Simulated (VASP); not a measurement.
ZrIn2Se3, 6 atoms in the cell. The structure is tetragonal, space group P-4m2 (No. 115). The conventional cell has a = 4.961 Å, b = 4.961 Å, c = 7.064 Å, α = 90.00°, β = 90.00°, γ = 90.00°. Within 3.9 Å of Zr (site symmetry -4m2) lie 4 In at 2.97 Å and 6 Se at 3.51 to 3.53 Å. Within 3.9 Å of In (site symmetry 2mm) lie 2 Zr at 2.97 Å and 6 Se at 2.97 to 3.12 Å. Within 4.1 Å of Se (site symmetry -4m2) lie 4 In at 3.12 Å and 6 Se at 3.51 to 3.53 Å. Within 4.1 Å of Se (site symmetry -4m2) lie 4 In at 3.12 Å and 4 Se at 3.51 Å and 2 Zr at 3.53 Å. Within 3.9 Å of Se (site symmetry -4m2) lie 4 In at 2.97 Å and 4 Zr at 3.51 Å and 2 Se at 3.53 Å. The cell was built from a structure type or drawn by symmetry, and may not be a known phase.

* Program: VASP 6.6.1
* Task: relaxation of cell and atoms
* Functional: PBE
* Potentials or basis: VASP PAW PBE potentials, release 64 (Zr_sv, In_d, Se)
* Cutoff: 600 eV
* k mesh: 4 × 4 × 4
* Occupations: gaussian, width 0.1 eV
* Spin: no spin polarisation
* Dipole correction: no
* Further INCAR settings: ALGO = Normal; EDIFF = 1e-06; IBRION = 2; EDIFFG = -0.04; NSW = 90; ISIF = 3

Potentials or basis: VASP PAW PBE potentials, release 64 (Zr_sv, In_d, Se).

The run is started by

```sh
$ cat potpaw_PBE.64/Zr_sv/POTCAR potpaw_PBE.64/In_d/POTCAR potpaw_PBE.64/Se/POTCAR > POTCAR
$ mpirun -np 1 vasp_std > vasp.out
```

Hardware: 1 thread of AMD EPYC 9R45 96-Core Processor (Zen 5) (shared host).

Q: How long does it take, and how much memory?

A: Run time: 25 min on 1 thread of AMD EPYC 9R45 96-Core Processor (Zen 5), with other jobs on the host, peak memory 0.35 GiB. Counts: scf iterations 314, k points 18, ion steps 34.
